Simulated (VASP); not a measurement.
# CaOs (R-3m) in VASP: notebook

The runs below take CaOs through single point, with PBE.

Program: VASP 6.6.1. These are calculated values, not measurements. Logs are shortened: lines on timing, memory, paths and dates and some standing lists are left out, and cuts for length are marked.

### Step 1. The cell of the first run

Symmetry: R-3m, No. 166, trigonal system. Conventional cell: a = 3.006 Å, b = 3.006 Å, c = 14.358 Å, α = 90.00°, β = 90.00°, γ = 120.00°. Ca (site symmetry -3m) has 6 Os at 2.96 Å and 6 Ca at 3.01 Å within 3.9 Å. Within 3.9 Å of Os (site symmetry -3m) lie 6 Ca at 2.96 Å and 6 Os at 3.01 Å.

The cell was generated, and may not be a known phase.

### Step 2. Single point, PBE

Contents of INCAR:

```
PREC     = Accurate       # precision mode
ENCUT    = 520            # plane-wave cutoff, eV
EDIFF    = 1E-7           # SCF threshold, eV
ISMEAR   = 0              # smearing method
SIGMA    = 0.1            # smearing width, eV
LREAL    = False          # projectors in reciprocal space
LASPH    = True           # aspherical terms in the spheres
NELM     = 80             # most SCF steps
ALGO     = Normal         # electronic algorithm
ISIF     = 2              # what is computed and relaxed
LWAVE    = False          # write WAVECAR
LCHARG   = True           # write CHGCAR
GGA      = PE             # functional
LELF     = True           # ELF
LVHAR    = True         
NBANDS   = 16             # bands
```

Contents of KPOINTS:

```
regular mesh
0
Gamma
  6 6 6
```

Contents of POSCAR:

```
CaOs
1.0
    1.5028285629      0.8676584738      4.7860714953
   -1.5028285629      0.8676584738      4.7860714953
    0.0000000000     -1.7353169522      4.7860714944
Ca Os
1 1
Direct
    0.0000000000      0.0000000000      0.0000000000
    0.5000000000      0.5000000000      0.5000000000
```

Potentials or basis: VASP PAW PBE potentials, release 64 (Ca_sv, Os).

Run with:

```console
> cat potpaw_PBE.64/Ca_sv/POTCAR potpaw_PBE.64/Os/POTCAR > POTCAR
> mpirun -np 1 vasp_std > vasp.out
```

OUTCAR:

```text
PREC = Accurate
   ENCUT = 520
   EDIFF = 1E-7
   ISMEAR = 0
   LREAL = False
   LASPH = True
   NELM = 80
   ISIF = 2
   GGA = PE

 ion  position               nearest neighbor table
   1  0.000  0.000  0.000-   2 2.96   2 2.96   2 2.96   2 2.96   2 2.96   2 2.96
   2  0.500  0.500  0.500-   1 2.96   1 2.96   1 2.96   1 2.96   1 2.96   1 2.96

  LATTYP: Found a trigonal (rhomboedric) cell.
 ALAT       =     5.0909532776
 COS(alpha) =     0.8257187547

  Lattice vectors:

 A1 = (   1.5028285629,   0.8676584738,   4.7860714953)
 A2 = (  -1.5028285629,   0.8676584738,   4.7860714953)
 A3 = (   0.0000000000,  -1.7353169522,   4.7860714944)

Analysis of symmetry for initial positions (statically):
=====================================================================
 Subroutine PRICEL returns:
 Original cell was already a primitive cell.

 Routine SETGRP: Setting up the symmetry group for a
 trigonal (rhombohedral) supercell.

 Subroutine GETGRP returns: Found 12 space group operations
 (whereof 12 operations were pure point group operations)
 out of a pool of 12 trial point group operations.

The static configuration has the point symmetry D_3d.

Analysis of symmetry for dynamics (positions and initial velocities):
=====================================================================
 Subroutine PRICEL returns:
 Original cell was already a primitive cell.

 Routine SETGRP: Setting up the symmetry group for a
 trigonal (rhombohedral) supercell.

 Subroutine GETGRP returns: Found 12 space group operations
 (whereof 12 operations were pure point group operations)
 out of a pool of 12 trial point group operations.

The dynamic configuration has the point symmetry D_3d.

 Subroutine INISYM returns: Found 12 space group operations
 (whereof 12 operations are pure point group operations),
 and found     1 'primitive' translations

----------------------------------------------------------------------------------------

                                     Primitive cell

  volume of cell :      37.4446

  direct lattice vectors                    reciprocal lattice vectors
     1.502828563  0.867658474  4.786071495     0.332705947  0.192087868  0.069646543
    -1.502828563  0.867658474  4.786071495    -0.332705947  0.192087868  0.069646543
     0.000000000 -1.735316952  4.786071494     0.000000000 -0.384175736  0.069646543

  length of vectors
     5.090953278  5.090953278  5.090953278     0.390437751  0.390437751  0.390437751

  position of ions in fractional coordinates (direct lattice)
     0.000000000  0.000000000  0.000000000
     0.500000000  0.500000000  0.500000000

  ion indices of the primitive-cell ions
   primitive index   ion index
                 1           1
                 2           2

----------------------------------------------------------------------------------------

 KPOINTS: regular mesh

Automatic generation of k-mesh.
 Grid dimensions read from file:
 generate k-points for:    6    6    6

 Generating k-lattice:

  Cartesian coordinates                     Fractional coordinates (reciprocal lattice)
     0.055450991  0.032014645  0.011607757     0.166666667 -0.000000000 -0.000000000
    -0.055450991  0.032014645  0.011607757    -0.000000000  0.166666667 -0.000000000
     0.000000000 -0.064029289  0.011607757     0.000000000  0.000000000  0.166666667

  Length of vectors
     0.065072958  0.065072958  0.065072958

  Shift w.r.t. Gamma in fractional coordinates (k-lattice)
     0.000000000  0.000000000  0.000000000

 Subroutine IBZKPT returns following result:
 ===========================================

 Found     32 irreducible k-points:

 Following reciprocal coordinates:
            Coordinates               Weight
  0.000000  0.000000  0.000000      1.000000
  0.166667 -0.000000  0.000000      6.000000
  0.333333  0.000000  0.000000      6.000000
  0.500000  0.000000  0.000000      3.000000
  0.166667  0.166667  0.000000      6.000000
  0.333333  0.166667  0.000000     12.000000
[... 16 lines left out ...]
  0.500000  0.500000  0.166667      6.000000
 -0.333333  0.500000  0.166667     12.000000
 [... further k-points ...]
   k-points           NKPTS =     32   k-points in BZ     NKDIM =     32   number of bands    NBANDS=     16
   number of dos      NEDOS =    301   number of ions     NIONS =      2
   total plane-waves  NPLWV =  64000
   dimension x,y,z NGX =    40 NGY =   40 NGZ =   40
   dimension x,y,z NGXF=    80 NGYF=   80 NGZF=   80
   ions per type =               1   1
   NGX,Y,Z   is equivalent  to a cutoff of  13.06, 13.06, 13.06 a.u.
   NGXF,Y,Z  is equivalent  to a cutoff of  26.12, 26.12, 26.12 a.u.
 SYSTEM =  unknown system
   PREC   = accura    normal or accurate (medium, high low for compatibility)
   ISTART =      0    job   : 0-new  1-cont  2-samecut
   ICHARG =      2    charge: 1-file 2-atom 10-const
   ISPIN  =      1    spin polarized calculation?
   LNONCOLLINEAR =      F non collinear calculations
   LSORBIT =      F    spin-orbit coupling
   LASPH  =      T    aspherical Exc in radial PAW
   ENCUT  =  520.0 eV  38.22 Ry    6.18 a.u.   9.47  9.47  9.47*2*pi/ulx,y,z
   NELM   =     80;   NELMIN=  2; NELMDL= -5     # of ELM steps
   EDIFF  = 0.1E-06   stopping-criterion for ELM
   LREAL  =      F    real-space projection
   EDIFFG = 0.1E-05   stopping-criterion for IOM
   NSW    =      0    number of steps for IOM
   IBRION =     -1    ionic relax: 0-MD 1-quasi-New 2-CG
   NFREE  =      0    steps in history (QN), initial steepest desc. (CG)
   ISIF   =      2    stress and relaxation
   ISYM   =      2    0-nonsym 1-usesym 2-fastsym
   POTIM  = 0.5000    time-step for ionic-motion
   TEBEG  =    0.0;   TEEND  =   0.0 temperature during run
   PSTRESS=    0.0 pullay stress
   NELECT =      18.0000    total number of electrons
   NUPDOWN=      -1.0000    fix difference up-down
   EMIN   =  10.00;   EMAX   =-10.00  energy-range for DOS
   EFERMI =   0.00;   METHOD = LEGACY
   ISMEAR =     0;   SIGMA  =   0.10  broadening in eV -4-tet -1-fermi 0-gaus
   EFERMI_NEDOS =   21; number of points for ismear=-14 and -15
   IALGO  =     38    algorithm
   IMIX   =      4    mixing-type and parameters
     AMIX     =   0.40;   BMIX     =  1.00
     AMIX_MAG =   1.60;   BMIX_MAG =  1.00
  volume/ion in A,a.u.               =      18.72       126.34
  Fermi-wavevector in a.u.,A,eV,Ry     =   1.282437  2.423455 22.376756  1.644645
  Thomas-Fermi vector in A             =   2.414749
   LORBIT       =      0    0 simple, 1 ext, 2 COOP (PROOUT), +10 PAW based schemes
   GGA     = PE    functional components
   LHFCALC =     F    Hartree Fock is set to
   AEXX    =    0.0000 exact exchange contribution
   IVDW    =     0    specifies the selected vdW correction
   LEPSILON=     F    determine dielectric tensor
   LRPA    =     F    only Hartree local field effects (RPA)
 non-spin polarized calculation
 Gauss-broadening in eV      SIGMA  =   0.10
  energy-cutoff  :      520.00
  volume of cell :       37.44
 maximum number of plane-waves:      1029
 NGX is ok and might be reduce to    40
   NGX = 19   NGY = 19   NGZ = 19

 number of electron      18.0000000 magnetization

 Free energy of the ion-electron system (eV)
  ---------------------------------------------------
  ext. energy  EPLUGINS =         0.00000000
  ---------------------------------------------------
  free energy    TOTEN  =       -11.59895340 eV

  energy without entropy =      -11.58850293  energy(sigma->0) =      -11.59372817

 E-fermi :   5.7762     XC(G=0): -11.5199

 val. band max:        5.7742309469   @ k =   0.1667   0.1667   0.0000
 cond. band min:       5.8100757777   @ k =   0.5000   0.1667   0.1667
 fundamental gap:      0.0358448308
 Fermi energy:         5.7762414215

 k-point     1 :       0.0000    0.0000    0.0000
  band No.  band energies     occupation
      1     -34.7582      2.00000
      2     -15.6452      2.00000
      3     -15.2995      2.00000
      4     -15.2995      2.00000
      5      -1.1130      2.00000
      6       2.3137      2.00000
[... 8 lines left out ...]
     15      12.4915      0.00000
     16      12.4915      0.00000

 k-point     2 :       0.1667   -0.0000    0.0000
  band No.  band energies     occupation
      1     -34.7001      2.00000
      2     -15.6399      2.00000
      3     -15.5951      2.00000
      4     -15.3714      2.00000
      5      -0.2324      2.00000
      6       2.8897      2.00000
[... 8 lines left out ...]
     15      12.0538      0.00000
     16      13.1777      0.00000

 k-point     3 :       0.3333    0.0000    0.0000
  band No.  band energies     occupation
      1     -34.5814      2.00000
      2     -16.2758      2.00000
      3     -15.5117      2.00000
      4     -15.4925      2.00000
      5       1.5583      2.00000
      6       3.3476      2.00000
[... 8 lines left out ...]
     15      12.1209      0.00000
     16      13.5131      0.00000

 k-point     4 :       0.5000    0.0000    0.0000
  band No.  band energies     occupation
      1     -34.5208      2.00000
      2     -16.5756      2.00000
      3     -15.5802      2.00000
      4     -15.4398      2.00000
      5       1.8786      2.00000
      6       3.2790      2.00000
[... 8 lines left out ...]
     15      13.2525      0.00000
     16      13.7353      0.00000
[... 324 lines left out ...]
 k-point    22 :      -0.1667    0.3333    0.1667
  band No.  band energies     occupation
      1     -34.5218      2.00000
      2     -16.4105      2.00000
      3     -15.7581      2.00000
      4     -15.4248      2.00000
      5       2.2951      2.00000
      6       3.0059      2.00000
[... 8 lines left out ...]
     15      13.3543      0.00000
     16      14.1170      0.00000

 k-point    23 :       0.5000    0.5000    0.1667
  band No.  band energies     occupation
      1     -34.5814      2.00000
      2     -16.2604      2.00000
      3     -15.5089      2.00000
      4     -15.4890      2.00000
      5       1.5596      2.00000
      6       2.6937      2.00000
[... 8 lines left out ...]
     15      11.8803      0.00000
     16      12.1204      0.00000

 k-point    24 :      -0.3333    0.5000    0.1667
  band No.  band energies     occupation
      1     -34.5218      2.00000
      2     -16.4007      2.00000
      3     -15.7593      2.00000
      4     -15.4223      2.00000
      5       2.2777      2.00000
      6       2.7435      2.00000
[... 8 lines left out ...]
     15      12.4546      0.00000
     16      13.4559      0.00000

 [... further k-points ...]

------------------------ aborting loop because EDIFF is reached ----------------------------------------

  FORCE on cell =-STRESS in cart. coord.  units (eV):
  Direction    XX          YY          ZZ          XY          YZ          ZX
  --------------------------------------------------------------------------------------
  -------------------------------------------------------------------------------------
  Total        0.0501825      0.0501825     -0.1101940      0.0000000      0.0000000      0.0000000
  in kB        2.1472093      2.1472093     -4.7149805      0.0000000      0.0000000      0.0000000
  external PRESSURE =      -0.1401873 kB  Pullay stress =       0.0000000 kB

 VOLUME and BASIS-vectors are now :
 -----------------------------------------------------------------------------
  energy-cutoff  :      520.00
  volume of cell :       37.44
      direct lattice vectors                 reciprocal lattice vectors
     1.502828563  0.867658474  4.786071495     0.332705947  0.192087868  0.069646543
    -1.502828563  0.867658474  4.786071495    -0.332705947  0.192087868  0.069646543
     0.000000000 -1.735316952  4.786071494     0.000000000 -0.384175736  0.069646543

 POSITION                                       TOTAL-FORCE (eV/Angst)
 -----------------------------------------------------------------------------------
      0.00000      0.00000      0.00000        -0.000000     -0.000000      0.000000
      0.00000     -0.00000      7.17911         0.000000      0.000000     -0.000000
 -----------------------------------------------------------------------------------
    total drift:                               -0.000000     -0.000000     -0.000000

  FREE ENERGIE OF THE ION-ELECTRON SYSTEM (eV)
  ---------------------------------------------------
  free  energy   TOTEN  =       -11.5989534048 eV

  energy  without entropy=      -11.5885029289  energy(sigma->0) =      -11.59372817
```

Run time: 30 s. Hardware: 1 thread of Intel Xeon 6975P-C (Granite Rapids), shared host; peak memory 0.24 GiB.

Results:

```yaml
Free_energy: -11.5990 eV
Pressure: 0.0 GPa
Band_gap_on_the_k_mesh: zero (bands 9 and 10 overlap by 1.13 eV)
```

Stress tensor (GPa, compression positive):
```
 0.21  0.00  0.00
 0.00  0.21  0.00
 0.00  0.00 -0.47
```

Caveat: the k points lie up to 0.41 Å⁻¹ apart, too coarse for converged energies and pressures of a metal; spin-orbit coupling is left out, which moves the levels of the heavy elements.

### Step 3. Single point, PBE

This run uses another cell than the first one, of 28.79 Å³/atom.

Contents of INCAR:

```
ALGO = Normal
EDIFF = 1E-6
ENCUT = 520
GGA = PE
ISIF = 2
ISMEAR = 0
LASPH = T
LCHARG = T
LELF = T
LREAL = F
LVHAR = T
LWAVE = F
NBANDS = 16
NELM = 60
PREC = Accurate
SIGMA = 0.1
```

Contents of KPOINTS:

```
k-points
0
Gamma
  6 6 6
```

Contents of POSCAR:

```
CaOs
1.0
    1.8016027900      1.0401558500      5.1213194500
   -1.8016027900      1.0401558500      5.1213194500
    0.0000000000     -2.0803117100      5.1213194500
Ca Os
1 1
Direct
    0.0000000000      0.0000000000      0.0000000000
    0.5000000000      0.5000000000      0.5000000000
```

Potentials or basis: VASP PAW PBE potentials, release 64 (Ca_sv, Os).

Run with:

```console
> cat potpaw_PBE.64/Ca_sv/POTCAR potpaw_PBE.64/Os/POTCAR > POTCAR
> mpirun -np 1 vasp_std > vasp.out
```

It took 32 s on 1 thread of Intel Xeon 6975P-C (Granite Rapids), shared host; peak memory 0.26 GiB.

The run converged. Its results:

| Property | Result |
| --- | --- |
| Free energy | -10.0920 eV |
| Pressure | -16.1 GPa |
| Band gap on the k mesh | zero (bands 9 and 10 overlap by 0.80 eV) |

Stress tensor (GPa, compression positive):
```
-15.50   0.00   0.00
  0.00 -15.50   0.00
  0.00   0.00 -17.38
```

Levels at points of the mesh, in eV from the Fermi level:
```csv
k point,band 7,band 8,band 9,band 10,band 11,band 12
"(0.00, 0.00, 0.00)",-0.67,-0.67,-0.04,-0.04,1.87,2.23
"(0.50, 0.00, 0.00)",-0.79,-0.25,-0.10,0.75,1.10,1.90
"(0.50, 0.50, 0.00)",-1.28,-0.32,0.73,0.74,1.70,2.41
"(0.50, 0.50, 0.50)",-0.72,-0.59,-0.59,0.20,0.20,3.11
```

Caveat: the cell stands under tension; spin-orbit coupling is left out, which moves the levels of the heavy elements.

The gap in the log of VASP goes by the Fermi energy; the results here count the filled bands.